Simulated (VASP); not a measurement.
Here is a VASP 6.6.1 calculation.

The input INCAR:

```
PREC = Accurate
ENCUT = 690
EDIFF = 1E-6
ISMEAR = 0
SIGMA = 0.1
LREAL = F
LASPH = T
NELM = 120
ALGO = Normal
ISIF = 2
LWAVE = F
LCHARG = F
GGA = PE
NBANDS = 24
GGA_COMPAT = F
```

The input KPOINTS:

```
regular mesh
0
Gamma
  20 20 20
```

POSCAR

```
Co
1.0
    0.0000000000      2.4591855700      2.4591855700
    2.4591855700      0.0000000000      2.4591855700
    2.4591855700      2.4591855700      0.0000000000
Co
2
Direct
    0.0000000000      0.0000000000      0.0000000000
    0.2500000000      0.2500000000      0.2500000000
```

Potentials or basis: VASP PAW PBE potentials, release 64 (Co_sv).

The run is started by

```bash
$ cat potpaw_PBE.64/Co_sv/POTCAR > POTCAR
$ mpirun -np 1 vasp_std > vasp.out
```

(1) Estimate the band gap on the k mesh.

(2) Predict the pressure.

## Answers

(1) zero (bands 17 and 18 overlap by 0.84 eV).

(2) -0.8 GPa.

Caveat: the run has no spin polarisation, though such a crystal can be magnetic.
